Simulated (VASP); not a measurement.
# Al2Pt (Fm-3m) in VASP: further runs, part 2 of 2

VASP 6.6.1. Earlier steps stand in the parts before.

## Step 3: Single point, PBE

This run uses another cell than the first one, of 17.52 Å³/atom, 1.018 times its volume.

INCAR

```
PREC = Accurate
ENCUT = 520
EDIFF = 1E-6
ISMEAR = 0
SIGMA = 0.1
LREAL = False
LASPH = True
NELM = 100
ALGO = Normal
ISIF = 2
LWAVE = False
LCHARG = False
GGA = PE
NBANDS = 15
```

KPOINTS

```
Automatic mesh
0
Gamma
  14 14 14
```

POSCAR

```
Al2Pt
1.0
    0.0000000000      2.9730904647      2.9730904647
    2.9730904647      0.0000000000      2.9730904647
    2.9730904647      2.9730904647      0.0000000000
Al Pt
2 1
Direct
    0.2500000000      0.2500000000      0.2500000000
    0.7500000000      0.7500000000      0.7500000000
    0.0000000000      0.0000000000      0.0000000000
```

Potentials or basis: VASP PAW PBE potentials, release 64 (Al, Pt).

Started as:

```bash
cat potpaw_PBE.64/Al/POTCAR potpaw_PBE.64/Pt/POTCAR > POTCAR
mpirun -np 1 vasp_std > vasp.out
```

OUTCAR:

```text
PREC = Accurate
   ENCUT = 520
   EDIFF = 1E-6
   ISMEAR = 0
   LREAL = False
   LASPH = True
   NELM = 100
   ISIF = 2
   GGA = PE

 ion  position               nearest neighbor table
   1  0.250  0.250  0.250-   3 2.57   3 2.57   3 2.57   3 2.57   2 2.97   2 2.97   2 2.97   2 2.97
                             2 2.97   2 2.97
   2  0.750  0.750  0.750-   3 2.57   3 2.57   3 2.57   3 2.57   1 2.97   1 2.97   1 2.97   1 2.97
                             1 2.97   1 2.97
   3  0.000  0.000  0.000-   2 2.57   2 2.57   2 2.57   1 2.57   2 2.57   1 2.57   1 2.57   1 2.57

  LATTYP: Found a face centered cubic cell.
 ALAT       =     5.9461809294

  Lattice vectors:

 A1 = (   0.0000000000,   2.9730904647,   2.9730904647)
 A2 = (   2.9730904647,   0.0000000000,   2.9730904647)
 A3 = (   2.9730904647,   2.9730904647,   0.0000000000)

Analysis of symmetry for initial positions (statically):
=====================================================================
 Subroutine PRICEL returns:
 Original cell was already a primitive cell.

 Routine SETGRP: Setting up the symmetry group for a
 face centered cubic supercell.

 Subroutine GETGRP returns: Found 48 space group operations
 (whereof 48 operations were pure point group operations)
 out of a pool of 48 trial point group operations.
[... 177 lines left out ...]
      4       2.7281      2.00000
      5       4.0639      2.00000
      6       4.0639      2.00000
      7      10.5016      0.00000
      8      11.4941      0.00000
      9      11.4941      0.00000
     10      11.4941      0.00000
     11      12.9917      0.00000
     12      12.9917      0.00000
     13      12.9917      0.00000
     14      13.9565      0.00000
[... 401 lines left out ...]
      2       2.2286      2.00000
      3       3.0205      2.00000
      4       3.0390      2.00000
      5       3.7796      2.00000
      6       4.2276      2.00000
      7       6.9693      2.00000
      8       8.7536      0.00000
      9       9.2347      0.00000
     10      11.1108      0.00000
     11      12.4486      0.00000
     12      13.8886      0.00000
     13      14.1015      0.00000
     14      14.3369      0.00000
     15      16.4614      0.00000

 [... further k-points ...]
[... 5 lines left out ...]
  --------------------------------------------------------------------------------------
  -------------------------------------------------------------------------------------
  Total       -0.0580145     -0.0580145     -0.0580145     -0.0000000      0.0000000      0.0000000
  in kB       -1.7684502     -1.7684502     -1.7684502     -0.0000000      0.0000000      0.0000000
  external PRESSURE =      -1.7684502 kB  Pullay stress =       0.0000000 kB

 VOLUME and BASIS-vectors are now :
 -----------------------------------------------------------------------------
  energy-cutoff  :      520.00
  volume of cell :       52.56
      direct lattice vectors                 reciprocal lattice vectors
     0.000000000  2.973090465  2.973090465    -0.168175172  0.168175172  0.168175172
     2.973090465  0.000000000  2.973090465     0.168175172 -0.168175172  0.168175172
     2.973090465  2.973090465  0.000000000     0.168175172  0.168175172 -0.168175172

 POSITION                                       TOTAL-FORCE (eV/Angst)
 -----------------------------------------------------------------------------------
      1.48655      1.48655      1.48655        -0.000000     -0.000000     -0.000000
      4.45964      4.45964      4.45964         0.000000      0.000000      0.000000
      0.00000      0.00000      0.00000         0.000000      0.000000      0.000000
 -----------------------------------------------------------------------------------
    total drift:                                0.000000     -0.000000      0.000000

  FREE ENERGIE OF THE ION-ELECTRON SYSTEM (eV)
  ---------------------------------------------------
  free  energy   TOTEN  =       -16.2563815370 eV

  energy  without entropy=      -16.2500232100  energy(sigma->0) =      -16.25320237
```

It took 21 s on 1 thread of Intel Xeon 6975P-C (Granite Rapids), shared host; peak memory 0.23 GiB.

What came out:

```
Free energy            : -16.2564 eV
Pressure               : -0.2 GPa
Band gap on the k mesh : zero (band 8 reaches 11.49 eV, above the bottom of band 9 at 6.12 eV)
```

Caveat: spin-orbit coupling is left out, which moves the levels of the heavy elements.

## Step 4: Relaxation of cell and atoms, PBE

INCAR

```
SYSTEM = Al2Pt
PREC = Accurate
ENCUT = 600
EDIFF = 1E-7
ISMEAR = 0
SIGMA = 0.1
LREAL = .FALSE.
LASPH = .TRUE.
NELM = 60
ALGO = Fast
ISIF = 3
LWAVE = .FALSE.
LCHARG = .FALSE.
GGA = PE
IBRION = 2
NSW = 100
EDIFFG = -0.01
```

KPOINTS

```
Automatic mesh
0
G
  14 14 14
  0 0 0
```

POSCAR

```
Al2Pt
1.0
    0.0000000000      2.9549999200      2.9549999200
    2.9549999200      0.0000000000      2.9549999200
    2.9549999200      2.9549999200      0.0000000000
Al Pt
2 1
Direct
    0.2500000000      0.2500000000      0.2500000000
    0.7500000000      0.7500000000      0.7500000000
    0.0000000000      0.0000000000      0.0000000000
```

Started as:

```bash
cat potpaw_PBE.64/Al/POTCAR potpaw_PBE.64/Pt/POTCAR > POTCAR
mpirun -np 1 vasp_std > vasp.out
```

It took 85 s on 1 thread of Intel Xeon 6975P-C (Granite Rapids), shared host; peak memory 0.27 GiB.

It converged, with:

* Free energy: -16.2563 eV
* Relaxed volume: 17.50 Å³/atom
* Relaxed cell: a = 4.203 Å, b = 4.203 Å, c = 4.203 Å, α = 60.00°, β = 60.00°, γ = 60.00°
* Space group after relaxing (to 0.05 Å): Fm-3m (No. 225)
* Energy gained by relaxing: 2.1 meV/atom
* Ionic steps: 3
* Pressure after relaxing: 0.0 GPa
* Band gap on the k mesh: zero (band 8 reaches 11.51 eV, above the bottom of band 9 at 6.13 eV)

Step by step:
| step | energy change (eV) | largest force (eV/Å) | pressure (GPa) | volume (Å³) |
| --- | --- | --- | --- | --- |
| 1 | 0.0000 | 0.0000 | 2.31 | 51.61 |
| 2 | 0.0010 | 0.0000 | -2.35 | 53.48 |
| 3 | -0.0063 | 0.0000 | 0.00 | 52.50 |

Final structure:
```xyz
3
Lattice="0.0000 2.9720 2.9720 2.9720 0.0000 2.9720 2.9720 2.9720 0.0000" Properties=species:S:1:pos:R:3 pbc="T T T"
Al    1.4860    1.4860    1.4860
Al    4.4580    4.4580    4.4580
Pt    0.0000    0.0000    0.0000
```

Levels at points of the mesh, in eV from the Fermi level:
| k point | band 5 | band 6 | band 7 | band 8 | band 9 | band 10 | band 11 | band 12 |
| --- | --- | --- | --- | --- | --- | --- | --- | --- |
| (0.00, 0.00, 0.00) | -3.64 | -3.64 | 2.81 | 3.79 | 3.79 | 3.79 | 5.30 | 5.30 |
| (0.50, 0.00, 0.00) | -3.67 | -3.43 | -3.43 | 1.00 | 1.00 | 3.72 | 5.07 | 5.07 |
| (0.50, 0.50, 0.00) | -3.73 | -3.38 | -3.16 | -1.59 | -1.59 | 3.01 | 3.34 | 8.04 |

Caveat: spin-orbit coupling is left out, which moves the levels of the heavy elements. PBE usually gives volumes a little too large and moduli too small.

## Step 5: Overview

| task | cell | k mesh | cutoff (eV) | gap on the mesh (eV) | pressure (GPa) |
| --- | --- | --- | --- | --- | --- |
| single point | a = 4.179 Å, angles 60.0°, 3 atoms | 6 × 6 × 6 | 520 | none | 2.2 |
| single point | a = 4.205 Å, angles 60.0°, 3 atoms | 14 × 14 × 14 | 520 | none | -0.2 |
| relaxation of cell and atoms | relaxed from a = 4.179 Å, angles 60.0°, 3 atoms | 14 × 14 × 14 | 600 | none | 0.0 |

Alike in all rows: level PBE; potentials or basis VASP PAW PBE potentials, release 64 (Al, Pt); no spin polarisation; smearing gaussian 0.1 eV.

Caveats: spin-orbit coupling is left out, which moves the levels of the heavy elements.

Absolute energies hang on the potentials; compare differences alone.
